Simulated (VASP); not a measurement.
# ZnSe (F-43m) in VASP: settings compared

The runs below take ZnSe through dielectric tensor, single point, with PBE exchange alone, LDA.

All numbers are computed with VASP 6.6.1; they aren't measurements. Logs are shortened: lines on timing, memory, paths and dates and some standing lists are left out, and cuts for length are marked.

### Step 1. The cell of the first run

Symmetry: F-43m, No. 216, cubic system. Conventional cell: a = 5.261 Å, b = 5.261 Å, c = 5.261 Å, α = 90.00°, β = 90.00°, γ = 90.00°. Within 3.0 Å of Se (site symmetry -43m) lie 4 Zn at 2.28 Å. Zn (site symmetry -43m) has 4 Se at 2.28 Å within 3.0 Å.

### Step 2. Dielectric tensor, PBE exchange alone (18.21 Å³/atom)

File INCAR:

```
AGGAC = 0.0
ALDAC = 0.0
ALGO = Normal
EDIFF = 1E-8
ENCUT = 400
GGA = PE
GGA_COMPAT = F
ISIF = 2
ISMEAR = 0
LASPH = T
LCHARG = F
LEPSILON = T
LREAL = F
LWAVE = F
NELM = 120
PREC = Accurate
SIGMA = 0.01
```

File KPOINTS:

```
k-points
0
Gamma
  8 8 8
```

File POSCAR:

```
ZnSe
1.0
    0.0000000000      2.6306668873      2.6306668873
    2.6306668873      0.0000000000      2.6306668873
    2.6306668873      2.6306668873      0.0000000000
Se Zn
1 1
Direct
    0.7500000000      0.7500000000      0.7500000000
    0.0000000000      0.0000000000      0.0000000000
```

Potentials or basis: VASP PAW PBE potentials, release 64 (Se, Zn).

The run is started by

```sh
> cat potpaw_PBE.64/Se/POTCAR potpaw_PBE.64/Zn/POTCAR > POTCAR
> mpirun -np 1 vasp_std > vasp.out
```

OUTCAR:

```text
EDIFF = 1E-8
   ENCUT = 400
   GGA = PE
   ISIF = 2
   ISMEAR = 0
   LASPH = T
   LEPSILON = T
   LREAL = F
   NELM = 120
   PREC = Accurate

 ion  position               nearest neighbor table
   1  0.750  0.750  0.750-   2 2.28   2 2.28   2 2.28   2 2.28
   2  0.000  0.000  0.000-   1 2.28   1 2.28   1 2.28   1 2.28

  LATTYP: Found a face centered cubic cell.
 ALAT       =     5.2613337746

  Lattice vectors:

 A1 = (   0.0000000000,   2.6306668873,   2.6306668873)
 A2 = (   2.6306668873,   0.0000000000,   2.6306668873)
 A3 = (   2.6306668873,   2.6306668873,   0.0000000000)

Analysis of symmetry for initial positions (statically):
=====================================================================
 Subroutine PRICEL returns:
 Original cell was already a primitive cell.

 Routine SETGRP: Setting up the symmetry group for a
 face centered cubic supercell.

 Subroutine GETGRP returns: Found 24 space group operations
 (whereof 24 operations were pure point group operations)
 out of a pool of 48 trial point group operations.

The static configuration has the point symmetry T_d .

Analysis of symmetry for dynamics (positions and initial velocities):
=====================================================================
 Subroutine PRICEL returns:
 Original cell was already a primitive cell.

 Routine SETGRP: Setting up the symmetry group for a
 face centered cubic supercell.

 Subroutine GETGRP returns: Found 24 space group operations
 (whereof 24 operations were pure point group operations)
 out of a pool of 48 trial point group operations.

The dynamic configuration has the point symmetry T_d .

 Subroutine INISYM returns: Found 24 space group operations
 (whereof 24 operations are pure point group operations),
 and found     1 'primitive' translations

----------------------------------------------------------------------------------------

                                     Primitive cell

[... 536 lines left out ...]
  volume of cell :       36.41
      direct lattice vectors                 reciprocal lattice vectors
     0.000000000  2.630666887  2.630666887    -0.190065874  0.190065874  0.190065874
     2.630666887  0.000000000  2.630666887     0.190065874 -0.190065874  0.190065874
     2.630666887  2.630666887  0.000000000     0.190065874  0.190065874 -0.190065874

 POSITION                                       TOTAL-FORCE (eV/Angst)
 -----------------------------------------------------------------------------------
      3.94600      3.94600      3.94600        -0.000000     -0.000000     -0.000000
      0.00000      0.00000      0.00000         0.000000      0.000000      0.000000
 -----------------------------------------------------------------------------------
    total drift:                                0.000002      0.000002      0.000001

  FREE ENERGIE OF THE ION-ELECTRON SYSTEM (eV)
  ---------------------------------------------------
  free  energy   TOTEN  =        -2.2920304856 eV

  energy  without entropy=       -2.2920304856  energy(sigma->0) =       -2.29203049

 HEAD OF MICROSCOPIC STATIC DIELECTRIC TENSOR (INDEPENDENT PARTICLE, excluding Hartree and local field effects)
 ------------------------------------------------------
           7.407781     0.000000     0.000000
          -0.000000     7.407781    -0.000000
           0.000000    -0.000000     7.407781
 ------------------------------------------------------

 Free energy of the ion-electron system (eV)
  ---------------------------------------------------
  ---------------------------------------------------
  free energy    TOTEN  =        -0.66138870 eV

  energy without entropy =       -0.66138870

------------------------ aborting loop because EDIFF is reached ----------------------------------------

--------------------------------------- Ionic step        2  -------------------------------------------

------------------------ aborting loop because EDIFF is reached ----------------------------------------

--------------------------------------- Ionic step        3  -------------------------------------------

 Free energy of the ion-electron system (eV)
  ---------------------------------------------------
  ---------------------------------------------------
  free energy    TOTEN  =        -0.66138901 eV

  energy without entropy =       -0.66138901

------------------------ aborting loop because EDIFF is reached ----------------------------------------

 PIEZOELECTRIC TENSOR FIELD DIRECTION 3  (e Angst)
 -----------------------------------------------------------------------------
    -0.00048  1.33760  0.00000           (  0.00000 -0.02934  0.00000)
     1.33760 -0.00048  0.00000           ( -0.02934  0.00000  0.00000)
     0.00000  0.00000 -0.00012           (  0.00000  0.00000 -0.00000)

 PIEZOELECTRIC TENSOR FIELD DIRECTION 3  (C/m^2)
 -----------------------------------------------------------------------------
    -0.00021  0.58858  0.00000
     0.58858 -0.00021  0.00000
     0.00000  0.00000 -0.00005

 MACROSCOPIC STATIC DIELECTRIC TENSOR (including local field effects in DFT)
 ------------------------------------------------------
           7.061819     0.000000    -0.000000
          -0.000000     7.061819     0.000000
           0.000000    -0.000000     7.061819
 ------------------------------------------------------

 PIEZOELECTRIC TENSOR (including local field effects)  for field in x, y, z        (e  Angst)
          XX          YY          ZZ          XY          YZ          ZX
  --------------------------------------------------------------------------------
  x    -0.00000     0.00000     0.00000     0.00000     1.35659     0.00000
  y     0.00000     0.00000     0.00000     0.00000     0.00000     1.35659
  z     0.00000     0.00000    -0.00000     1.35659     0.00000     0.00000

 PIEZOELECTRIC TENSOR (including local field effects)  for field in x, y, z        (C/m^2)
          XX          YY          ZZ          XY          YZ          ZX
  --------------------------------------------------------------------------------
  x    -0.00000     0.00000     0.00000     0.00000     0.59694     0.00000
  y     0.00000     0.00000     0.00000     0.00000     0.00000     0.59694
  z     0.00000     0.00000    -0.00000     0.59694     0.00000     0.00000

 BORN EFFECTIVE CHARGES (including local field effects) (in |e|, cummulative output)
 ---------------------------------------------------------------------------------
 ion    1
    1    -1.74098     0.00000    -0.00000
    2     0.00000    -1.74098     0.00000
    3    -0.00000     0.00000    -1.74098
 ion    2
    1     1.74098     0.00000     0.00000
    2     0.00000     1.74098    -0.00000
    3     0.00000    -0.00000     1.74098
```

Wall time 2.5 min (1 thread of Intel Xeon Platinum 8375C at 2.90GHz (Ice Lake), shared host); peak memory 0.21 GiB.

Results:

```yaml
Band_gap_on_the_k_mesh: 2.34 eV
Electronic_dielectric_tensor_diagonal: 7.06
Born_charges_mean_of_the_diagonal: Se -1.74; Zn +1.74 e
```

Electronic dielectric tensor:
```
7.06 0.00 0.00
0.00 7.06 0.00
0.00 0.00 7.06
```

Born effective charge tensors (e):
atom 1, Se
```
-1.74  0.00  0.00
 0.00 -1.74  0.00
 0.00  0.00 -1.74
```
atom 2, Zn
```
1.74 0.00 0.00
0.00 1.74 0.00
0.00 0.00 1.74
```

A k mesh can miss the band edges.

### Step 3. Single point, LDA, collinear spin, zero start (24.58 Å³/atom)

This run uses another cell than the first one, of 24.58 Å³/atom.

File POSCAR:

```
ZnSe
1.0
    0.0000000000      2.9074379050      2.9074379050
    2.9074379050      0.0000000000      2.9074379050
    2.9074379050      2.9074379050      0.0000000000
Se Zn
1 1
Direct
    0.2500000000      0.2500000000      0.2500000000
    0.0000000000      0.0000000000      0.0000000000
```

File INCAR.step1:

```
PREC = Accurate
ENCUT = 400
EDIFF = 1E-6
ISMEAR = -1
SIGMA = 0.025
LREAL = False
LASPH = True
NELM = 200
ALGO = Normal
ISIF = 2
LWAVE = False
LCHARG = True
ISPIN = 2
MAGMOM = 0 0
NBANDS = 20
GGA_COMPAT = False
NEDOS = 2001
LORBIT = 11
```

File KPOINTS.step1:

```
Automatic mesh
0
Gamma
  8 8 8
```

File INCAR.step2:

```
PREC = Accurate
ENCUT = 400
EDIFF = 1E-6
ISMEAR = -5
SIGMA = 0.025
LREAL = False
LASPH = True
NELM = 200
ALGO = Normal
ISIF = 2
LWAVE = False
LCHARG = False
ISPIN = 2
MAGMOM = 0 0
LORBIT = 11
NBANDS = 20
NEDOS = 2001
ICHARG = 11
GGA_COMPAT = False
```

File KPOINTS.step2:

```
Automatic mesh
0
Gamma
  12 12 12
```

Potentials or basis: VASP PAW LDA potentials, release 64 (Se, Zn).

The run is started by

```sh
> cat potpaw_LDA.64/Se/POTCAR potpaw_LDA.64/Zn/POTCAR > POTCAR
> cp INCAR.step1 INCAR
> cp KPOINTS.step1 KPOINTS
> mpirun -np 1 vasp_std > vasp.out
> cp INCAR.step2 INCAR
> cp KPOINTS.step2 KPOINTS
> mpirun -np 1 vasp_std > vasp.out
```

Run time: 2.2 min. Hardware: 1 thread of Intel Xeon Platinum 8375C at 2.90GHz (Ice Lake), shared host; peak memory 0.19 GiB.

The run converged. Its results:

- Net moment: 0.00 μB per cell
- Valence electrons inside the program's atomic spheres: Se 3.84; Zn 10.71

Levels at points of the mesh, in eV from the valence-band top:
Spin up:
```csv
k point,band 7,band 8,band 9,band 10,band 11,band 12
"(0.00, 0.00, 0.00)",0.00,0.00,0.00,0.77,5.71,5.71
"(0.50, 0.00, 0.00)",-4.82,-0.77,-0.77,2.23,6.28,6.28
"(0.50, 0.50, 0.00)",-4.50,-1.94,-1.94,2.97,3.31,9.98
```
Spin down:
| k point | band 7 | band 8 | band 9 | band 10 | band 11 | band 12 |
| --- | --- | --- | --- | --- | --- | --- |
| (0.00, 0.00, 0.00) | 0.00 | 0.00 | 0.00 | 0.77 | 5.71 | 5.71 |
| (0.50, 0.00, 0.00) | -4.82 | -0.77 | -0.77 | 2.23 | 6.28 | 6.28 |
| (0.50, 0.50, 0.00) | -4.50 | -1.94 | -1.94 | 2.97 | 3.31 | 9.98 |

### Step 4. Dielectric tensor, PBE exchange alone (18.21 Å³/atom)

File INCAR:

```
SYSTEM = ZnSe
AGGAC = 0.0
ALDAC = 0.0
ALGO = Normal
EDIFF = 1E-8
ENCUT = 400
GGA = PE
GGA_COMPAT = .FALSE.
ISIF = 2
ISMEAR = 0
LASPH = .TRUE.
LCHARG = .FALSE.
LEPSILON = .TRUE.
LREAL = .FALSE.
LWAVE = .FALSE.
NELM = 120
PREC = Accurate
SIGMA = 0.01
```

File KPOINTS:

```
k-points
0
G
  8 8 8
  0 0 0
```

File POSCAR:

```
ZnSe
1.0
    0.0000000000      2.6306668850      2.6306668850
    2.6306668850      0.0000000000      2.6306668850
    2.6306668850      2.6306668850      0.0000000000
Se Zn
1 1
Direct
    0.2500000000      0.2500000000      0.2500000000
    0.0000000000      0.0000000000      0.0000000000
```

Potentials or basis: VASP PAW PBE potentials, release 64 (Se, Zn).

The run is started by

```sh
> cat potpaw_PBE.64/Se/POTCAR potpaw_PBE.64/Zn/POTCAR > POTCAR
> mpirun -np 1 vasp_std > vasp.out
```

OUTCAR:

```text
SYSTEM = ZnSe
   EDIFF = 1E-8
   ENCUT = 400
   GGA = PE
   ISIF = 2
   ISMEAR = 0
   LASPH = .TRUE.
   LEPSILON = .TRUE.
   LREAL = .FALSE.
   NELM = 120
   PREC = Accurate

 ion  position               nearest neighbor table
   1  0.250  0.250  0.250-   2 2.28   2 2.28   2 2.28   2 2.28
   2  0.000  0.000  0.000-   1 2.28   1 2.28   1 2.28   1 2.28

  LATTYP: Found a face centered cubic cell.
 ALAT       =     5.2613337700

  Lattice vectors:

 A1 = (   0.0000000000,   2.6306668850,   2.6306668850)
 A2 = (   2.6306668850,   0.0000000000,   2.6306668850)
 A3 = (   2.6306668850,   2.6306668850,   0.0000000000)

Analysis of symmetry for initial positions (statically):
=====================================================================
 Subroutine PRICEL returns:
 Original cell was already a primitive cell.

 Routine SETGRP: Setting up the symmetry group for a
 face centered cubic supercell.

 Subroutine GETGRP returns: Found 24 space group operations
 (whereof 24 operations were pure point group operations)
 out of a pool of 48 trial point group operations.

The static configuration has the point symmetry T_d .

Analysis of symmetry for dynamics (positions and initial velocities):
=====================================================================
 Subroutine PRICEL returns:
 Original cell was already a primitive cell.

 Routine SETGRP: Setting up the symmetry group for a
 face centered cubic supercell.

 Subroutine GETGRP returns: Found 24 space group operations
 (whereof 24 operations were pure point group operations)
 out of a pool of 48 trial point group operations.

The dynamic configuration has the point symmetry T_d .

 Subroutine INISYM returns: Found 24 space group operations
 (whereof 24 operations are pure point group operations),
 and found     1 'primitive' translations
[... 559 lines left out ...]

 HEAD OF MICROSCOPIC STATIC DIELECTRIC TENSOR (INDEPENDENT PARTICLE, excluding Hartree and local field effects)
 ------------------------------------------------------
           7.407778     0.000000    -0.000000
          -0.000000     7.407778     0.000000
          -0.000000     0.000000     7.407778
 ------------------------------------------------------

 Free energy of the ion-electron system (eV)
  ---------------------------------------------------
  ---------------------------------------------------
  free energy    TOTEN  =        -0.66139058 eV

  energy without entropy =       -0.66139058

------------------------ aborting loop because EDIFF is reached ----------------------------------------

--------------------------------------- Ionic step        2  -------------------------------------------

------------------------ aborting loop because EDIFF is reached ----------------------------------------

--------------------------------------- Ionic step        3  -------------------------------------------

 Free energy of the ion-electron system (eV)
  ---------------------------------------------------
  ---------------------------------------------------
  free energy    TOTEN  =        -0.66139030 eV

  energy without entropy =       -0.66139030

------------------------ aborting loop because EDIFF is reached ----------------------------------------

 PIEZOELECTRIC TENSOR FIELD DIRECTION 3  (e Angst)
 -----------------------------------------------------------------------------
    -0.00012 -1.33379  0.00000           (  0.00000  0.02935  0.00000)
    -1.33379 -0.00012  0.00000           (  0.02935  0.00000  0.00000)
     0.00000  0.00000 -0.00079           (  0.00000  0.00000 -0.00000)

 PIEZOELECTRIC TENSOR FIELD DIRECTION 3  (C/m^2)
 -----------------------------------------------------------------------------
    -0.00005 -0.58691  0.00000
    -0.58691 -0.00005  0.00000
     0.00000  0.00000 -0.00035

 MACROSCOPIC STATIC DIELECTRIC TENSOR (including local field effects in DFT)
 ------------------------------------------------------
           7.061802    -0.000000    -0.000000
          -0.000000     7.061802    -0.000000
           0.000000    -0.000000     7.061802
 ------------------------------------------------------

 PIEZOELECTRIC TENSOR (including local field effects)  for field in x, y, z        (e  Angst)
          XX          YY          ZZ          XY          YZ          ZX
  --------------------------------------------------------------------------------
  x    -0.00000     0.00000     0.00000     0.00000    -1.35287     0.00000
  y     0.00000     0.00000     0.00000     0.00000    -0.00000    -1.35287
  z    -0.00000     0.00000    -0.00000    -1.35287     0.00000     0.00000

 PIEZOELECTRIC TENSOR (including local field effects)  for field in x, y, z        (C/m^2)
          XX          YY          ZZ          XY          YZ          ZX
  --------------------------------------------------------------------------------
  x    -0.00000     0.00000     0.00000     0.00000    -0.59530     0.00000
  y     0.00000     0.00000     0.00000     0.00000    -0.00000    -0.59530
  z    -0.00000     0.00000    -0.00000    -0.59530     0.00000     0.00000

 BORN EFFECTIVE CHARGES (including local field effects) (in |e|, cummulative output)
 ---------------------------------------------------------------------------------
 ion    1
    1    -1.74036     0.00000     0.00000
    2     0.00000    -1.74036     0.00000
    3     0.00000    -0.00000    -1.74036
 ion    2
    1     1.74036     0.00000     0.00000
    2     0.00000     1.74036     0.00000
    3    -0.00000     0.00000     1.74036
```

stdout:

```text
POSCAR found type information on POSCAR SeZn
 POSCAR found :  2 types and       2 ions
 scaLAPACK will be used
 LDA part: xc-table for (Slater+PW92), standard interpolation
 POSCAR, INCAR and KPOINTS ok, starting setup
 FFT: planning ... GRIDC
 FFT: planning ... GRID_SOFT
 FFT: planning ... GRID
 WAVECAR not read
 entering main loop
 Linear response reoptimize wavefunctions to high precision
 Linear response G [H, r] |phi>, progress :
  Direction:   1
 Linear response G [H, r] |phi>, progress :
  Direction:   2
 Linear response G [H, r] |phi>, progress :
  Direction:   3
 Linear response to external field (no local field effect), progress :
  Direction:   1
 dielectric tensor                  component  1 :     8.585     3.741     0.890
 Linear response to external field (no local field effect), progress :
  Direction:   2
 dielectric tensor                  component  2 :     3.741     8.872    -1.122
 Linear response to external field (no local field effect), progress :
  Direction:   3
 dielectric tensor                  component  3 :     0.888    -1.121     4.766
 Linear response to external field, progress :
  Direction:   1
 dielectric tensor                  component  1 :     7.062     1.659     0.840
 Linear response to external field, progress :
  Direction:   2
 dielectric tensor                  component  2 :     1.598     7.062     0.730
 Linear response to external field, progress :
  Direction:   3
 dielectric tensor                  component  3 :     1.257     1.242     7.062
 Born effective charges drift removed
```

Wall time 2 min (1 thread of Intel Xeon 6975P-C (Granite Rapids), shared host); peak memory 0.21 GiB.

What came out:

```yaml
Band_gap_on_the_k_mesh: 2.34 eV
Electronic_dielectric_tensor_diagonal: 7.06
Born_charges_mean_of_the_diagonal: Se -1.74; Zn +1.74 e
```

Electronic dielectric tensor:
```
7.06 0.00 0.00
0.00 7.06 0.00
0.00 0.00 7.06
```

Born effective charge tensors (e):
atom 1, Se
```
-1.74  0.00  0.00
 0.00 -1.74  0.00
 0.00  0.00 -1.74
```
atom 2, Zn
```
1.74 0.00 0.00
0.00 1.74 0.00
0.00 0.00 1.74
```
